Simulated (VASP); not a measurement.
Wanted: the native input for a VASP 6.6.1 run.

- Task: single point
- Functional: LDA
- Potentials or basis: VASP PAW LDA potentials, release 64 (Nb_sv)
- Cutoff: 520 eV
- k mesh: 9 × 9 × 13
- Occupations: fermi-dirac, width 0.1 eV
- Spin: no spin polarisation
- Dipole correction: no
- Further INCAR settings: ALGO = Normal; EDIFF = 1e-07; NBANDS = 26

The structure of Nb lies in POSCAR:

```
Nb
1.0
    4.7275441260      0.0000000000      0.0000000000
   -2.3637720630      4.0941733106      0.0000000000
    0.0000000000      0.0000000000      2.5986034312
Nb
3
Direct
    0.0000000000      0.0000000000      0.0000000000
    0.3333333333      0.6666666667      0.5000000000
    0.6666666667      0.3333333333      0.5000000000
```

This cell differs from its parent crystal: volume scaled by 0.96.

The input as run:

INCAR

```
SYSTEM = Nb
PREC = Accurate
ENCUT = 520
EDIFF = 1E-7
ISMEAR = -1
SIGMA = 0.1
LREAL = .False.
LASPH = .True.
NELM = 60
ALGO = Normal
ISIF = 2
LWAVE = .False.
LCHARG = .False.
NBANDS = 26
```

KPOINTS

```
Automatic mesh
0
Gamma
  9 9 13
  0 0 0
```

Potentials or basis: VASP PAW LDA potentials, release 64 (Nb_sv).

Run with:

```console
$ cat potpaw_LDA.64/Nb_sv/POTCAR > POTCAR
$ mpirun -np 1 vasp_std > vasp.out
```

Results of the run:

- Pressure: 8.2 GPa

Wall time 86 s on 1 thread of Intel(R) Xeon(R) Platinum 8259CL CPU @ 2.50GHz (Skylake/Cascade Lake), with other jobs on the host, peak memory 0.2 GiB.
